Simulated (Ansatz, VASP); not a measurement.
## Two plane-wave programs on Cu

Contents of INCAR:

```
  PREC = Accurate
  ENCUT = 520
  EDIFF = 1E-6
  ISMEAR = 0
  SIGMA = 0.15
  LREAL = F
  LASPH = T
  NELM = 80
  ALGO = Fast
  ISIF = 2
  LWAVE = F
  LCHARG = F
  GGA = PS
  NBANDS = 12
```

File KPOINTS:

```
Automatic mesh
0
Gamma
  28 28 28
```

File POSCAR:

```
Cu
1.0
    0.0000000000      1.8262281590      1.7816860088
    1.8262281590      0.0000000000      1.7816860088
    1.8262281590      1.8262281590      0.0000000000
Cu
1
Direct
    0.0000000000      0.0000000000      0.0000000000
```

Input for Ansatz:

```yaml
crystal:
  lattice:
    - [0.0, 1.826228159, 1.7816860088]
    - [1.826228159, 0.0, 1.7816860088]
    - [1.826228159, 1.826228159, 0.0]
  atoms:
    - { symbol: Cu, position: [0.0, 0.0, 0.0] }
basis:
  ecutwfc: 420
kpoints:
  mp_grid: { grid: [28, 28, 28] }
hamiltonian:
  xc: pbesol
scf:
  occupations: { method: gaussian, width: 0.15 }
output:
  forces: true
  stress: true
  eigenvalues: true
```

Change from the starting cell: strain +0.025 along x and y, +0.000 along z, atoms carried along.

Alike in both runs: task single point; functional PBEsol; k mesh 28 × 28 × 28; occupations gaussian, width 0.15 eV; no spin polarisation.

```csv
,VASP,Ansatz
version,VASP 6.6.1,Ansatz 0.2.0
potentials or method,"VASP PAW PBE potentials, release 64 (Cu), cutoff 520 eV","scalar-relativistic, plane waves, PAW"
valence electrons in the cell,11,19
```

|  | VASP | Ansatz | Ansatz less VASP |
| --- | --- | --- | --- |
| gap on the k mesh at the Fermi level (eV) | none | none | - |
| pressure (GPa) | -6.7 | -7.3 | -0.63 |
| traceless stress, the component that is largest in VASP (GPa) | 0.86 | 0.87 | +0.013 |

VASP's potentials were made for PBE, not for PBEsol. A gap of «none» marks a metal or a gap that the smearing closes. VASP's potentials hold 11 valence electrons a cell and Ansatz's 19, so a difference there can come from the potentials and not from the codes.
